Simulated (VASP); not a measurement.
# C (R-3m) in VASP: single point with SVWN5

Aim: the single point of C with SVWN5.

Program: VASP 6.6.1. These are calculated values, not measurements. Logs are shortened: lines on timing, memory, paths and dates and some standing lists are left out, and cuts for length are marked.

## 1. The cell of the first run

The structure is trigonal, space group R-3m (No. 166). The conventional cell has a = 2.466 Å, b = 2.466 Å, c = 24.848 Å, α = 90.00°, β = 90.00°, γ = 120.00°. Within 1.9 Å of C (site symmetry 3m) lie 3 C at 1.42 Å. Within 1.9 Å of C (site symmetry 3m) lie 3 C at 1.42 Å.

## 2. Single point, SVWN5

The input, POSCAR:

```
C
1.0
    1.2331881000      0.7119814815      8.2826151033
   -1.2331881000      0.7119814815      8.2826151033
    0.0000000000     -1.4239629630      8.2826151033
C
4
Direct
    0.0871730800      0.0871730800      0.0871730800
    0.9128269200      0.9128269200      0.9128269200
    0.7538500600      0.7538500600      0.7538500600
    0.2461499400      0.2461499400      0.2461499400
```

The input, INCAR.step1:

```
SYSTEM = C
PREC = Accurate
ENCUT = 520
EDIFF = 1E-6
ISMEAR = -1
SIGMA = 0.1
LREAL = .False.
LASPH = .True.
NELM = 120
ALGO = Normal
ISIF = 2
LWAVE = .False.
LCHARG = .True.
GGA = VW
NBANDS = 16
GGA_COMPAT = .False.
NEDOS = 2001
LORBIT = 11
```

The input, KPOINTS.step1:

```
regular mesh
0
Gamma
  12 12 12
  0 0 0
```

The input, INCAR.step2:

```
SYSTEM = C
PREC = Accurate
ENCUT = 520
EDIFF = 1E-6
ISMEAR = -5
SIGMA = 0.1
LREAL = .False.
LASPH = .True.
NELM = 120
ALGO = Normal
ISIF = 2
LWAVE = .False.
LCHARG = .False.
GGA = VW
LORBIT = 11
NBANDS = 16
NEDOS = 2001
ICHARG = 11
GGA_COMPAT = .False.
```

The input, KPOINTS.step2:

```
regular mesh
0
Gamma
  18 18 18
  0 0 0
```

Potentials or basis: VASP PAW PBE potentials, release 64 (C).

The run is started by

```
$ cat potpaw_PBE.64/C/POTCAR > POTCAR
$ cp INCAR.step1 INCAR
$ cp KPOINTS.step1 KPOINTS
$ mpirun -np 1 vasp_std > vasp.out
$ cp INCAR.step2 INCAR
$ cp KPOINTS.step2 KPOINTS
$ mpirun -np 1 vasp_std > vasp.out
```

OUTCAR:

```text
SYSTEM = C
   PREC = Accurate
   ENCUT = 520
   EDIFF = 1E-6
   ISMEAR = -5
   LREAL = .False.
   LASPH = .True.
   NELM = 120
   ISIF = 2
   GGA = VW
   LORBIT = 11
   ICHARG = 11

 ion  position               nearest neighbor table
   1  0.087  0.087  0.087-   3 1.42   3 1.42   3 1.42
   2  0.913  0.913  0.913-   4 1.42   4 1.42   4 1.42
   3  0.754  0.754  0.754-   1 1.42   1 1.42   1 1.42
   4  0.246  0.246  0.246-   2 1.42   2 1.42   2 1.42

  LATTYP: Found a trigonal (rhomboedric) cell.
 ALAT       =     8.4041289536
 COS(alpha) =     0.9569371042

  Lattice vectors:

 A1 = (   1.2331881000,   0.7119814815,   8.2826151033)
 A2 = (  -1.2331881000,   0.7119814815,   8.2826151033)
 A3 = (   0.0000000000,  -1.4239629630,   8.2826151033)

Analysis of symmetry for initial positions (statically):
=====================================================================
 Subroutine PRICEL returns:
 Original cell was already a primitive cell.

 Routine SETGRP: Setting up the symmetry group for a
 trigonal (rhombohedral) supercell.

 Subroutine GETGRP returns: Found 12 space group operations
 (whereof 12 operations were pure point group operations)
 out of a pool of 12 trial point group operations.

The static configuration has the point symmetry D_3d.

Analysis of symmetry for dynamics (positions and initial velocities):
=====================================================================
 Subroutine PRICEL returns:
 Original cell was already a primitive cell.

 Routine SETGRP: Setting up the symmetry group for a
 trigonal (rhombohedral) supercell.

 Subroutine GETGRP returns: Found 12 space group operations
 (whereof 12 operations were pure point group operations)
 out of a pool of 12 trial point group operations.

The dynamic configuration has the point symmetry D_3d.

 Subroutine INISYM returns: Found 12 space group operations
 (whereof 12 operations are pure point group operations),
 and found     1 'primitive' translations

----------------------------------------------------------------------------------------

                                     Primitive cell

  volume of cell :      43.6332

  direct lattice vectors                    reciprocal lattice vectors
     1.233188100  0.711981481  8.282615103     0.405453150  0.234088485  0.040244938
    -1.233188100  0.711981481  8.282615103    -0.405453150  0.234088485  0.040244938
     0.000000000 -1.423962963  8.282615103     0.000000000 -0.468176971  0.040244938

  length of vectors
     8.404128954  8.404128954  8.404128954     0.469903534  0.469903534  0.469903534

  position of ions in fractional coordinates (direct lattice)
     0.087173080  0.087173080  0.087173080
     0.912826920  0.912826920  0.912826920
     0.753850060  0.753850060  0.753850060
     0.246149940  0.246149940  0.246149940

  ion indices of the primitive-cell ions
   primitive index   ion index
                 1           1
                 2           2
                 3           3
                 4           4

----------------------------------------------------------------------------------------

 KPOINTS: regular mesh

Automatic generation of k-mesh.
 Grid dimensions read from file:
 generate k-points for:   18   18   18

 Generating k-lattice:

  Cartesian coordinates                     Fractional coordinates (reciprocal lattice)
     0.022525175  0.013004916  0.002235830     0.055555556  0.000000000  0.000000000
    -0.022525175  0.013004916  0.002235830     0.000000000  0.055555556  0.000000000
     0.000000000 -0.026009832  0.002235830     0.000000000  0.000000000  0.055555556

  Length of vectors
     0.026105752  0.026105752  0.026105752

  Shift w.r.t. Gamma in fractional coordinates (k-lattice)
     0.000000000  0.000000000  0.000000000

 TETIRR: Found   2916 inequivalent tetrahedra from    34992

 Subroutine IBZKPT returns following result:
 ===========================================

 Found    580 irreducible k-points:

 Following reciprocal coordinates:
            Coordinates               Weight
  0.000000  0.000000  0.000000      1.000000
  0.055556 -0.000000  0.000000      6.000000
  0.111111 -0.000000  0.000000      6.000000
  0.166667  0.000000 -0.000000      6.000000
  0.222222 -0.000000  0.000000      6.000000
  0.277778 -0.000000 -0.000000      6.000000
[... 16 lines left out ...]
 -0.277778  0.055556 -0.000000     12.000000
 -0.222222  0.055556 -0.000000     12.000000
 [... further k-points ...]
   k-points           NKPTS =    580   k-points in BZ     NKDIM =    580   number of bands    NBANDS=     16
   number of dos      NEDOS =   2001   number of ions     NIONS =      4
   total plane-waves  NPLWV = 262144
   dimension x,y,z NGX =    64 NGY =   64 NGZ =   64
   dimension x,y,z NGXF=   128 NGYF=  128 NGZF=  128
   ions per type =               4
   NGX,Y,Z   is equivalent  to a cutoff of  12.66, 12.66, 12.66 a.u.
   NGXF,Y,Z  is equivalent  to a cutoff of  25.32, 25.32, 25.32 a.u.
 SYSTEM =  C
   PREC   = accura    normal or accurate (medium, high low for compatibility)
   ISTART =      0    job   : 0-new  1-cont  2-samecut
   ICHARG =     11    charge: 1-file 2-atom 10-const
   ISPIN  =      1    spin polarized calculation?
   LNONCOLLINEAR =      F non collinear calculations
   LSORBIT =      F    spin-orbit coupling
   LASPH  =      T    aspherical Exc in radial PAW
   ENCUT  =  520.0 eV  38.22 Ry    6.18 a.u.  15.63 15.63 15.63*2*pi/ulx,y,z
   NELM   =    120;   NELMIN=  2; NELMDL=  0     # of ELM steps
   EDIFF  = 0.1E-05   stopping-criterion for ELM
   LREAL  =      F    real-space projection
[... 7 lines left out ...]
   TEBEG  =    0.0;   TEEND  =   0.0 temperature during run
   PSTRESS=    0.0 pullay stress
   NELECT =      16.0000    total number of electrons
   NUPDOWN=      -1.0000    fix difference up-down
   EMIN   =  10.00;   EMAX   =-10.00  energy-range for DOS
   EFERMI =   0.00;   METHOD = LEGACY
   ISMEAR =    -5;   SIGMA  =   0.10  broadening in eV -4-tet -1-fermi 0-gaus
   EFERMI_NEDOS =   21; number of points for ismear=-14 and -15
   IALGO  =     38    algorithm
   IMIX   =      4    mixing-type and parameters
     AMIX     =   0.40;   BMIX     =  1.00
     AMIX_MAG =   1.60;   BMIX_MAG =  1.00
  volume/ion in A,a.u.               =      10.91        73.61
  Fermi-wavevector in a.u.,A,eV,Ry     =   1.171771  2.214325 18.681428  1.373046
  Thomas-Fermi vector in A             =   2.308209
   LORBIT       =     11    0 simple, 1 ext, 2 COOP (PROOUT), +10 PAW based schemes
   GGA     = VW    functional components
   LHFCALC =     F    Hartree Fock is set to
   AEXX    =    0.0000 exact exchange contribution
   IVDW    =     0    specifies the selected vdW correction
   LEPSILON=     F    determine dielectric tensor
   LRPA    =     F    only Hartree local field effects (RPA)
 non-spin polarized calculation
 Fermi weights with tetrahedron method with Bloechl corrections
  energy-cutoff  :      520.00
  volume of cell :       43.63
 maximum number of plane-waves:      1197

 number of electron      16.0000001 magnetization

 Free energy of the ion-electron system (eV)
  ---------------------------------------------------
  ext. energy  EPLUGINS =         0.00000000
  ---------------------------------------------------
  free energy    TOTEN  =       -40.48525656 eV

  energy without entropy =      -40.48525656  energy(sigma->0) =      -40.48525656

 E-fermi :   2.6384     XC(G=0):  -9.3625

 val. band max:        2.6293014599   @ k =  -0.3333   0.3333   0.0000
 cond. band min:       2.8207999451   @ k =  -0.1667   0.5000   0.1667
 fundamental gap:      0.1914984852
 Fermi energy:         2.6383797616

 k-point     1 :       0.0000    0.0000    0.0000
  band No.  band energies     occupation
      1     -16.6013      2.00000
      2     -16.5436      2.00000
      3      -5.2345      2.00000
      4      -4.5824      2.00000
      5      -0.3154      2.00000
      6      -0.3154      2.00000
[... 8 lines left out ...]
     15      13.5147      0.00000
     16      14.0547      0.00000

 k-point     2 :       0.0556   -0.0000    0.0000
  band No.  band energies     occupation
      1     -16.5286      2.00000
      2     -16.4713      2.00000
      3      -5.1456      2.00000
      4      -4.4968      2.00000
      5      -0.6056      2.00000
      6      -0.6025      2.00000
[... 8 lines left out ...]
     15      13.6163      0.00000
     16      13.7871      0.00000

 k-point     3 :       0.1111   -0.0000    0.0000
  band No.  band energies     occupation
      1     -16.3110      2.00000
      2     -16.2550      2.00000
      3      -4.8798      2.00000
      4      -4.2411      2.00000
      5      -1.4046      2.00000
      6      -1.3999      2.00000
[... 8 lines left out ...]
     15      13.0676      0.00000
     16      13.1268      0.00000

 k-point     4 :       0.1667    0.0000   -0.0000
  band No.  band energies     occupation
      1     -15.9495      2.00000
      2     -15.8954      2.00000
      3      -4.4402      2.00000
      4      -3.8186      2.00000
      5      -2.5565      2.00000
      6      -2.5493      2.00000
[... 8 lines left out ...]
     15      13.5097      0.00000
     16      13.5188      0.00000

 k-point     5 :       0.2222   -0.0000    0.0000
  band No.  band energies     occupation
      1     -15.4459      2.00000
      2     -15.3945      2.00000
      3      -3.9094      2.00000
      4      -3.8991      2.00000
      5      -3.8327      2.00000
      6      -3.2356      2.00000
[... 8 lines left out ...]
     15      14.9862      0.00000
     16      15.1493      0.00000

 k-point     6 :       0.2778   -0.0000   -0.0000
  band No.  band energies     occupation
      1     -14.8033      2.00000
      2     -14.7552      2.00000
      3      -5.3509      2.00000
      4      -5.3371      2.00000
      5      -3.0685      2.00000
      6      -2.5898      2.00000
[... 8 lines left out ...]
     15      15.7392      0.00000
     16      16.9630      0.00000
[... 267 lines left out ...]
 k-point    21 :      -0.3889    0.0556    0.0000
  band No.  band energies     occupation
      1     -12.5812      2.00000
      2     -12.5420      2.00000
      3      -8.8519      2.00000
      4      -8.8294      2.00000
      5      -3.7619      2.00000
      6      -3.7578      2.00000
[... 8 lines left out ...]
     15      15.7282      0.00000
     16      16.9588      0.00000

 k-point    22 :      -0.3333    0.0556    0.0000
  band No.  band energies     occupation
      1     -13.5387      2.00000
      2     -13.4955      2.00000
      3      -7.4865      2.00000
      4      -7.4680      2.00000
      5      -3.4773      2.00000
      6      -3.4732      2.00000
[... 8 lines left out ...]
     15      16.9625      0.00000
     16      17.0593      0.00000

 k-point    23 :      -0.2778    0.0556   -0.0000
  band No.  band energies     occupation
      1     -14.3790      2.00000
      2     -14.3320      2.00000
      3      -6.0614      2.00000
      4      -6.0467      2.00000
      5      -3.0638      2.00000
      6      -3.0597      2.00000
[... 8 lines left out ...]
     15      16.1219      0.00000
     16      16.9721      0.00000

 k-point    24 :      -0.2222    0.0556   -0.0000
  band No.  band energies     occupation
      1     -15.0887      2.00000
      2     -15.0384      2.00000
      3      -4.6285      2.00000
      4      -4.6174      2.00000
      5      -3.4098      2.00000
      6      -2.8195      2.00000
[... 8 lines left out ...]
     15      15.3018      0.00000
     16      15.5622      0.00000

 [... further k-points ...]

------------------------ aborting loop because EDIFF is reached ----------------------------------------

  FORCE on cell =-STRESS in cart. coord.  units (eV):
  Direction    XX          YY          ZZ          XY          YZ          ZX
  --------------------------------------------------------------------------------------
  -------------------------------------------------------------------------------------
  Total       -2.1218757     -2.1218757     -0.2554390     -0.0000000      0.0000000     -0.0000000
  in kB      -77.9136888    -77.9136888     -9.3795286     -0.0000000      0.0000000     -0.0000000
  external PRESSURE =     -55.0689687 kB  Pullay stress =       0.0000000 kB

 VOLUME and BASIS-vectors are now :
 -----------------------------------------------------------------------------
  energy-cutoff  :      520.00
  volume of cell :       43.63
      direct lattice vectors                 reciprocal lattice vectors
     1.233188100  0.711981481  8.282615103     0.405453150  0.234088485  0.040244938
    -1.233188100  0.711981481  8.282615103    -0.405453150  0.234088485  0.040244938
     0.000000000 -1.423962963  8.282615103     0.000000000 -0.468176971  0.040244938

 POSITION                                       TOTAL-FORCE (eV/Angst)
 -----------------------------------------------------------------------------------
      0.00000      0.00000      2.16606         0.000000      0.000000      0.007109
      0.00000      0.00000     22.68178         0.000000     -0.000000     -0.007109
      0.00000      0.00000     18.73155         0.000000      0.000000     -0.001036
      0.00000      0.00000      6.11630         0.000000      0.000000      0.001036
 -----------------------------------------------------------------------------------
    total drift:                               -0.000000     -0.000000      0.000000

  FREE ENERGIE OF THE ION-ELECTRON SYSTEM (eV)
  ---------------------------------------------------
  free  energy   TOTEN  =       -40.4852565586 eV

  energy  without entropy=      -40.4852565586  energy(sigma->0) =      -40.48525656

 total charge

# of ion       s       p       d       tot
------------------------------------------
    1        0.846   1.787   0.000   2.634
    2        0.846   1.787   0.000   2.634
    3        0.846   1.787   0.000   2.634
    4        0.846   1.787   0.000   2.634
--------------------------------------------------
tot          3.385   7.149   0.000  10.535
```

Run time: 40 min. Hardware: 1 thread of Intel Xeon Platinum 8259CL at 2.50GHz (Skylake/Cascade Lake), shared host; peak memory 0.56 GiB.

What came out:

* Valence electrons inside the program's atomic spheres: C 2.63

Levels at points of the mesh, in eV from the valence-band top:
```csv
k point,band 6,band 7,band 8,band 9,band 10,band 11
"(0.00, 0.00, 0.00)",-2.94,-2.94,-2.94,2.88,6.49,8.36
"(0.50, 0.00, 0.00)",-6.31,-2.42,-2.09,1.48,1.97,7.53
"(0.50, 0.50, 0.00)",-6.31,-2.36,-2.16,1.57,1.86,7.51
"(0.50, 0.50, 0.50)",-2.95,-2.94,-2.94,4.10,4.48,8.36
```

Caveat: the PAW data sets were made with another functional, which shifts forces and pressure a little.
